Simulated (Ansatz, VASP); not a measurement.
**Two plane-wave programs on MnPbO3**

```
Mn Pb O
1.0
     3.91463    0.00000    0.00000
     0.00000    3.91463    0.00000
     0.00000    0.00000    3.91463
Mn Pb O
1 1 3
Direct
  0.50000 0.50000 0.50000
  0.00000 0.00000 0.00000
  0.00000 0.50000 0.50000
  0.50000 0.00000 0.50000
  0.50000 0.50000 0.00000
```

Alike in both runs: task single point; functional LDA; k mesh 6 × 6 × 6; occupations fermi-dirac, width 0.1 eV; collinear spin; Hubbard terms Mn d U = 6.0 eV.

```csv
,VASP,Ansatz
version,VASP 6.6.1,Ansatz 0.2.0
potentials or method,"VASP PAW LDA potentials, release 64 (Mn_pv, Pb_d, O), cutoff 520 eV","plane waves, PAW"
valence electrons in the cell,45,47
```

|  | VASP | Ansatz | Ansatz less VASP |
| --- | --- | --- | --- |
| gap on the k mesh at the Fermi level (eV) | none | none | - |
| net moment per atom (μB) | 0.61 | 0.61 | -0.004 |
| size of the moment on the site where the two differ most (μB) | 3.64 | 3.30 | -0.343 |

LDA's correlation is that of Perdew and Zunger in VASP and of Perdew and Wang (1992) in Ansatz. Site moments also hang on the region over which each program counts them. The programs project onto different local orbitals, so the same U acts differently, and such runs can settle in different states. A gap of «none» marks a metal or a gap that the smearing closes. VASP's potentials hold 45 valence electrons a cell and Ansatz's 47, so a difference there can come from the potentials and not from the codes. Ansatz's warnings: filled band counts differ across k points, given moment on shells.

Neither program's run includes spin-orbit coupling.
